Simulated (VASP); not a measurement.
# WC (P-6m2) in VASP: single point with PBEsol

Aim: the single point of WC with PBEsol.

All numbers are computed with VASP 6.6.1; they aren't measurements. Logs are shortened: lines on timing, memory, paths and dates and some standing lists are left out, and cuts for length are marked.

### Step 1. The cell of the first run

Symmetry: P-6m2, No. 187, hexagonal system. Conventional cell: a = 3.122 Å, b = 3.122 Å, c = 2.437 Å, α = 90.00°, β = 90.00°, γ = 120.00°. W (site symmetry -6m2) has 6 C at 2.18 Å and 2 W at 2.44 Å within 2.9 Å. C (site symmetry -6m2) has 6 W at 2.18 Å and 2 C at 2.44 Å within 2.9 Å.

### Step 2. Single point, PBEsol

Contents of INCAR:

```
PREC     = Accurate       # precision mode
ENCUT    = 520            # plane-wave cutoff, eV
EDIFF    = 1E-6           # SCF threshold, eV
ISMEAR   = 0              # smearing method
SIGMA    = 0.15           # smearing width, eV
LREAL    = False          # projectors in reciprocal space
LASPH    = True           # aspherical terms in the spheres
NELM     = 60             # most SCF steps
ALGO     = Normal         # electronic algorithm
ISIF     = 2              # what is computed and relaxed
LWAVE    = False          # write WAVECAR
LCHARG   = False          # write CHGCAR
GGA      = PS             # functional
NBANDS   = 16             # bands
```

Contents of KPOINTS:

```
Automatic mesh
0
Gamma
  24 24 24
```

Contents of POSCAR:

```
WC
1.0
    3.1222214744      0.0000000000      0.0000000000
   -1.5611107372      2.7039231130      0.0000000000
    0.0000000000      0.0000000000      2.4367620704
W C
1 1
Direct
    0.0000000000      0.0000000000      0.0000000000
    0.6666666667      0.3333333333      0.5000000000
```

Potentials or basis: VASP PAW PBE potentials, release 64 (W_sv, C).

The run is started by

```sh
$ cat potpaw_PBE.64/W_sv/POTCAR potpaw_PBE.64/C/POTCAR > POTCAR
$ mpirun -np 1 vasp_std > vasp.out
```

OUTCAR:

```text
PREC = Accurate
   ENCUT = 520
   EDIFF = 1E-6
   ISMEAR = 0
   LREAL = False
   LASPH = True
   NELM = 60
   ISIF = 2
   GGA = PS

 ion  position               nearest neighbor table
   1  0.000  0.000  0.000-   2 2.18   2 2.18   2 2.18   2 2.18   2 2.18   2 2.18
   2  0.667  0.333  0.500-   1 2.18   1 2.18   1 2.18   1 2.18   1 2.18   1 2.18

  LATTYP: Found a hexagonal cell.
 ALAT       =     3.1222214744
 C/A-ratio  =     0.7804577896

  Lattice vectors:

 A1 = (   3.1222214744,   0.0000000000,   0.0000000000)
 A2 = (  -1.5611107372,   2.7039231130,   0.0000000000)
 A3 = (   0.0000000000,   0.0000000000,   2.4367620704)

Analysis of symmetry for initial positions (statically):
=====================================================================
 Subroutine PRICEL returns:
 Original cell was already a primitive cell.

 Routine SETGRP: Setting up the symmetry group for a
 hexagonal supercell.

 Subroutine GETGRP returns: Found 12 space group operations
 (whereof 12 operations were pure point group operations)
 out of a pool of 24 trial point group operations.

The static configuration has the point symmetry D_3h.

Analysis of symmetry for dynamics (positions and initial velocities):
=====================================================================
 Subroutine PRICEL returns:
 Original cell was already a primitive cell.

 Routine SETGRP: Setting up the symmetry group for a
 hexagonal supercell.

 Subroutine GETGRP returns: Found 12 space group operations
 (whereof 12 operations were pure point group operations)
 out of a pool of 24 trial point group operations.

The dynamic configuration has the point symmetry D_3h.

 Subroutine INISYM returns: Found 12 space group operations
 (whereof 12 operations are pure point group operations),
 and found     1 'primitive' translations

----------------------------------------------------------------------------------------

                                     Primitive cell

  volume of cell :      20.5717

  direct lattice vectors                    reciprocal lattice vectors
     3.122221474  0.000000000  0.000000000     0.320284774  0.184916501  0.000000000
    -1.561110737  2.703923113  0.000000000     0.000000000  0.369833001  0.000000000
     0.000000000  0.000000000  2.436762070     0.000000000  0.000000000  0.410380649
[... 76 lines left out ...]
   ISTART =      0    job   : 0-new  1-cont  2-samecut
   ICHARG =      2    charge: 1-file 2-atom 10-const
   ISPIN  =      1    spin polarized calculation?
   LNONCOLLINEAR =      F non collinear calculations
   LSORBIT =      F    spin-orbit coupling
   LASPH  =      T    aspherical Exc in radial PAW
   ENCUT  =  520.0 eV  38.22 Ry    6.18 a.u.   5.81  5.81  4.53*2*pi/ulx,y,z
   NELM   =     60;   NELMIN=  2; NELMDL= -5     # of ELM steps
   EDIFF  = 0.1E-05   stopping-criterion for ELM
   LREAL  =      F    real-space projection
   EDIFFG = 0.1E-04   stopping-criterion for IOM
   NSW    =      0    number of steps for IOM
   IBRION =     -1    ionic relax: 0-MD 1-quasi-New 2-CG
   NFREE  =      0    steps in history (QN), initial steepest desc. (CG)
   ISIF   =      2    stress and relaxation
   ISYM   =      2    0-nonsym 1-usesym 2-fastsym
   POTIM  = 0.5000    time-step for ionic-motion
   TEBEG  =    0.0;   TEEND  =   0.0 temperature during run
   PSTRESS=    0.0 pullay stress
   NELECT =      18.0000    total number of electrons
   NUPDOWN=      -1.0000    fix difference up-down
   EMIN   =  10.00;   EMAX   =-10.00  energy-range for DOS
   EFERMI =   0.00;   METHOD = LEGACY
   ISMEAR =     0;   SIGMA  =   0.15  broadening in eV -4-tet -1-fermi 0-gaus
   EFERMI_NEDOS =   21; number of points for ismear=-14 and -15
   IALGO  =     38    algorithm
   IMIX   =      4    mixing-type and parameters
     AMIX     =   0.40;   BMIX     =  1.00
     AMIX_MAG =   1.60;   BMIX_MAG =  1.00
  volume/ion in A,a.u.               =      10.29        69.41
  Fermi-wavevector in a.u.,A,eV,Ry     =   1.565820  2.958971 33.358675  2.451793
  Thomas-Fermi vector in A             =   2.668240
   LORBIT       =      0    0 simple, 1 ext, 2 COOP (PROOUT), +10 PAW based schemes
   GGA     = PS    functional components
   LHFCALC =     F    Hartree Fock is set to
   AEXX    =    0.0000 exact exchange contribution
   IVDW    =     0    specifies the selected vdW correction
   LEPSILON=     F    determine dielectric tensor
   LRPA    =     F    only Hartree local field effects (RPA)
 non-spin polarized calculation
 Gauss-broadening in eV      SIGMA  =   0.15
  energy-cutoff  :      520.00
  volume of cell :       20.57
 maximum number of plane-waves:       568
 NGX is ok and might be reduce to    24
   NGX = 11   NGY = 11   NGZ =  9

 number of electron      18.0000003 magnetization

 Free energy of the ion-electron system (eV)
  ---------------------------------------------------
  ext. energy  EPLUGINS =         0.00000000
  ---------------------------------------------------
  free energy    TOTEN  =       -22.25160998 eV

  energy without entropy =      -22.24454763  energy(sigma->0) =      -22.24807880

 E-fermi :  11.4456     XC(G=0): -13.8936

 val. band max:       11.4441658392   @ k =   0.2083   0.0833   0.0417
 cond. band min:      11.4484800496   @ k =   0.3750   0.2500   0.0417
 fundamental gap:      0.0043142104
 Fermi energy:        11.4455692512

 k-point     1 :       0.0000    0.0000    0.0000
  band No.  band energies     occupation
      1     -62.7382      2.00000
      2     -26.8995      2.00000
      3     -26.8995      2.00000
      4     -25.8609      2.00000
      5      -3.5553      2.00000
      6       6.1706      2.00000
[... 433 lines left out ...]
      3     -27.0162      2.00000
      4     -25.8185      2.00000
      5      -0.8857      2.00000
      6       3.6980      2.00000
[... 8 lines left out ...]
     15      24.3144      0.00000
     16      27.3677      0.00000

 [... further k-points ...]
[... 5 lines left out ...]
  --------------------------------------------------------------------------------------
  -------------------------------------------------------------------------------------
  Total       -3.7411711     -3.7411711     18.3735215      0.0000000      0.0000000      0.0000000
  in kB     -291.3714412   -291.3714412   1430.9742367      0.0000000      0.0000000      0.0000000
  external PRESSURE =     282.7437848 kB  Pullay stress =       0.0000000 kB

 VOLUME and BASIS-vectors are now :
 -----------------------------------------------------------------------------
  energy-cutoff  :      520.00
  volume of cell :       20.57
      direct lattice vectors                 reciprocal lattice vectors
     3.122221474  0.000000000  0.000000000     0.320284774  0.184916501  0.000000000
    -1.561110737  2.703923113  0.000000000     0.000000000  0.369833001  0.000000000
     0.000000000  0.000000000  2.436762070     0.000000000  0.000000000  0.410380649

 POSITION                                       TOTAL-FORCE (eV/Angst)
 -----------------------------------------------------------------------------------
      0.00000      0.00000      0.00000         0.000000     -0.000000      0.000000
      1.56111      0.90131      1.21838        -0.000000      0.000000      0.000000
 -----------------------------------------------------------------------------------
    total drift:                                0.000000     -0.000000      0.000000

  FREE ENERGIE OF THE ION-ELECTRON SYSTEM (eV)
  ---------------------------------------------------
  free  energy   TOTEN  =       -22.2516099844 eV

  energy  without entropy=      -22.2445476256  energy(sigma->0) =      -22.24807880
```

Wall time 3.2 min (1 thread of Intel Xeon 8259CL, shared host); peak memory 0.35 GiB.

Results:

```yaml
Free_energy: -22.2516 eV
Pressure: 28.3 GPa
Band_gap_on_the_k_mesh: zero (bands 9 and 10 overlap by 3.57 eV)
```

Stress tensor (GPa, compression positive):
```
-29.14   0.00   0.00
  0.00 -29.14   0.00
  0.00   0.00 143.10
```

Levels at points of the mesh, in eV from the Fermi level:
```csv
k point,band 7,band 8,band 9,band 10,band 11,band 12
"(0.00, 0.00, 0.00)",-5.27,-5.21,2.45,4.16,4.20,4.20
"(0.50, 0.00, 0.00)",-4.53,-2.25,-0.75,1.88,2.87,3.73
"(0.00, 0.00, 0.50)",-4.36,-4.36,-0.59,-0.59,2.98,2.98
"(0.50, 0.00, 0.50)",-6.14,-3.87,0.49,3.13,5.12,5.70
```

Caveat: the cell stands under pressure; the PAW data sets were made with another functional, which shifts forces and pressure a little; spin-orbit coupling is left out, which moves the levels of the heavy elements.
